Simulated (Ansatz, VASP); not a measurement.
**Ir: VASP beside Ansatz**

INCAR

```
PREC = Accurate
ENCUT = 600
EDIFF = 1E-7
ISMEAR = -1
SIGMA = 0.08
LREAL = F
LASPH = T
NELM = 100
ALGO = Normal
ISIF = 3
LWAVE = F
LCHARG = F
GGA = PS
IBRION = 2
NSW = 60
EDIFFG = -0.005
```

The input KPOINTS:

```
Automatic mesh
0
Gamma
  19 19 19
```

Contents of POSCAR:

```
Ir
1.0
    0.0000000000      1.9197388244      1.9197388244
    1.9197388244      0.0000000000      1.9197388244
    1.9197388244      1.9197388244      0.0000000000
Ir
1
Direct
    0.0000000000      0.0000000000      0.0000000000
```

Input for Ansatz:

```yaml
crystal:
  lattice:
    - [0.0, 1.9197388244, 1.9197388244]
    - [1.9197388244, 0.0, 1.9197388244]
    - [1.9197388244, 1.9197388244, 0.0]
  atoms:
    - { symbol: Ir, position: [0.0, 0.0, 0.0] }
kpoints:
  mp_grid: { grid: [19, 19, 19] }
scf:
  occupations: { method: fermi_dirac, width: 0.08 }
hamiltonian:
  xc: pbesol
  pseudopotentials: { kind: paw }
output:
  forces: true
  stress: true
relax:
  f_tol: 0.005
  max_steps: 40
  cell: {}
```

Alike in both runs: task relaxation of cell and atoms; functional PBEsol; k mesh 19 × 19 × 19; occupations fermi-dirac, width 0.08 eV; no spin polarisation.

|  | VASP | Ansatz |
| --- | --- | --- |
| version | VASP 6.6.1 | Ansatz 0.2.0 |
| potentials or method | VASP PAW PBE potentials, release 64 (Ir) | PAW with Ansatz's default frozen-core files, scalar-relativistic |
| plane-wave cutoff (eV) | 600 | 420 |
| valence electrons in the cell | 9 | 17 |

Ansatz gave:

* relaxed volume (Å³/atom): 14.06
* relaxed cell length with the largest relative difference (Å): 2.709

Question: Which values does VASP return?

Answer: Relaxed volume (Å³/atom): 14.10; relaxed cell length with the largest relative difference (Å): 2.712.

VASP's potentials were made for PBE, not for PBEsol. VASP's potentials hold 9 valence electrons a cell and Ansatz's 17, so a difference there can come from the potentials and not from the codes.

Spin-orbit coupling is off throughout.
